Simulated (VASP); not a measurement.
A run of VASP 6.6.1 is set up as follows.

The input INCAR:

```
ALGO = Normal
EDIFF = 1E-7
ENCUT = 520
GGA = PE
ISIF = 2
ISMEAR = -1
LASPH = T
LCHARG = T
LELF = T
LREAL = Auto
LVHAR = T
LWAVE = F
NBANDS = 82
NELECT = 128.0
NELM = 100
PREC = Accurate
SIGMA = 0.05
```

File KPOINTS:

```
k-points
0
Gamma
  2 2 2
```

File POSCAR:

```
Si8HO16
1.0
   -4.1773000000     -4.1773000000      0.0000000000
    4.1773000000     -4.1773000000      0.0000000000
    0.0000000000      0.0000000000      5.3304000000
Si O H
8 16 1
Direct
    0.5007564695      0.4950207072     -0.0000136950
    0.0005258181      0.5035646231      0.2462408074
    0.4846436694      0.4923979604      0.4999549752
    0.0006206162      0.5034401408      0.7538027165
   -0.0040881670      0.0033139827     -0.0000219496
    0.4947894573     -0.0050310009      0.2432382185
    0.0188186149      0.0065159313      0.4999450323
    0.4946658128     -0.0048477485      0.7568173120
    0.1951386063      0.4886458957      0.0000091926
   -0.0129657913      0.1981382711      0.2543957302
    0.8046046489      0.5087458406     -0.0000071289
    0.0123176454      0.8093066095      0.2489631172
    0.1881503603      0.4922953822      0.4999896818
   -0.0129419721      0.1981546693      0.7455907624
    0.7981685539      0.5347261389      0.5000142578
    0.0123069926      0.8093306681      0.7509851043
    0.6923224332     -0.0102979197     -0.0000095678
    0.4856655016      0.6898998157      0.2484333258
    0.3014100017      0.0099329711      0.0000300165
    0.5109564791      0.2986724679      0.2543227525
    0.7017239605     -0.0452161683      0.4999962479
    0.4856598760      0.6898867690      0.7515072040
    0.3123806047      0.0062575108      0.4999878058
    0.5109283508      0.2986469729      0.7457061384
    0.7416702176      0.7685947861      0.5000951148
```

Potentials or basis: VASP PAW PBE potentials, release 64 (Si, O, H).

The run is started by

```console
$ cat potpaw_PBE.64/Si/POTCAR potpaw_PBE.64/O/POTCAR potpaw_PBE.64/H/POTCAR > POTCAR
$ mpirun -np 1 vasp_std > vasp.out
```

Q: What does it give for the largest force?

A: 0.490 eV/Å.

Forces in eV/Å, atoms in the order of the input:
```
Si  -0.007  0.021 -0.002
Si   0.014  0.025  0.049
Si  -0.076 -0.053  0.007
Si   0.032  0.020 -0.054
Si   0.003  0.012 -0.001
Si   0.037  0.037 -0.041
Si  -0.034 -0.089  0.007
Si   0.013  0.045  0.035
O   -0.028  0.000  0.002
O   -0.036  0.017 -0.010
O    0.008  0.021  0.000
O   -0.016  0.037  0.021
O   -0.052 -0.029 -0.001
O   -0.040  0.021  0.007
O   -0.180  0.120  0.000
O   -0.021  0.038 -0.019
O   -0.019 -0.004  0.000
O    0.007 -0.047  0.012
O    0.034  0.031  0.001
O   -0.027  0.022 -0.015
O   -0.023 -0.008  0.002
O    0.011 -0.049 -0.008
O   -0.038 -0.030  0.000
O   -0.021  0.016  0.008
H    0.458 -0.177  0.000
```

Caveat: the k points lie up to 0.59 Å⁻¹ apart; the cell carries a net charge on a neutralising background, which shifts energy and pressure.
